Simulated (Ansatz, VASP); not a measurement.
# SrO: VASP beside Ansatz

```
CELL_PARAMETERS angstrom
0.00000 2.56630 2.56630
2.56630 0.00000 2.56630
2.56630 2.56630 0.00000
ATOMIC_POSITIONS crystal
Sr 0.50000 0.50000 0.50000
O 0.00000 0.00000 0.00000
```

Alike in both runs: functional B3LYP; k mesh 5 × 5 × 5; occupations fermi-dirac, width 0.05 eV; no spin polarisation.

|  | VASP | Ansatz |
| --- | --- | --- |
| version | VASP 6.6.1 | Ansatz 0.2.0 |
| potentials or method | VASP PAW PBE potentials, release 64 (Sr_sv, O) | Ansatz PAW |
| plane-wave cutoff (eV) | 520 | 420 |
| valence electrons in the cell | 16 | 16 |
| task | single point | band structure |

|  | VASP | Ansatz | Ansatz less VASP |
| --- | --- | --- | --- |
| gap on the k mesh at the Fermi level (eV) | 5.36 | 5.41 | +0.046 |
| least direct gap on the mesh (eV) | 5.48 | 5.51 | +0.035 |
| pressure (GPa) | 4.4 | 3.8 | -0.52 |

VASP's potentials were made for PBE, not for B3LYP.

The k mesh is coarse, so the values compare programs but aren't converged. Noted on Ansatz's run: the k mesh misses the band edges, so the gap on the mesh is wider than the one along the path.
